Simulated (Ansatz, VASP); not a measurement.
**MnO in VASP and in Ansatz**

```
CELL_PARAMETERS angstrom
0.00000 2.25317 2.25317
2.25317 0.00000 2.25317
2.25317 2.25317 0.00000
ATOMIC_POSITIONS crystal
Mn 0.00000 0.00000 0.00000
O 0.50000 0.50000 0.50000
```

Alike in both runs: task single point; functional B3LYP5; k mesh 5 × 5 × 5; occupations fermi-dirac, width 0.05 eV; collinear spin.

|  | VASP | Ansatz |
| --- | --- | --- |
| version | VASP 6.6.1 | Ansatz 0.2.0 |
| potentials or method | VASP PAW PBE potentials, release 64 (Mn_pv, O) | Ansatz PAW |
| plane-wave cutoff (eV) | 520 | 420 |
| valence electrons in the cell | 19 | 21 |

Ansatz gave:

| Property | Result |
| --- | --- |
| gap on the k mesh at the Fermi level (eV) | 1.96 |
| least direct gap on the mesh (eV) | 4.37 |
| pressure (GPa) | -0.8 |
| net moment per atom (μB) | 2.50 |
| size of the moment on the site where the two differ most (μB) | 4.32 |

Problem. Which values does VASP return?

Solution. gap on the k mesh at the Fermi level (eV): 2.02; least direct gap on the mesh (eV): 4.42; pressure (GPa): -0.6; net moment per atom (μB): 2.50; size of the moment on the site where the two differ most (μB): 4.56.

VASP's potentials were made for PBE, not for B3LYP5. Site moments also hang on the region over which each program counts them. The functional is the same, so the differences come from potentials, cutoffs and numerics. VASP's potentials hold 19 valence electrons a cell and Ansatz's 21, so a difference there can come from the potentials and not from the codes.

The k mesh is coarse, so the values compare programs but aren't converged. Noted on Ansatz's run: the magnetic or orbital state may not be the lowest; odd divisions of the mesh miss points on the zone boundary, where band edges often lie, so the gap on the mesh can be too wide.
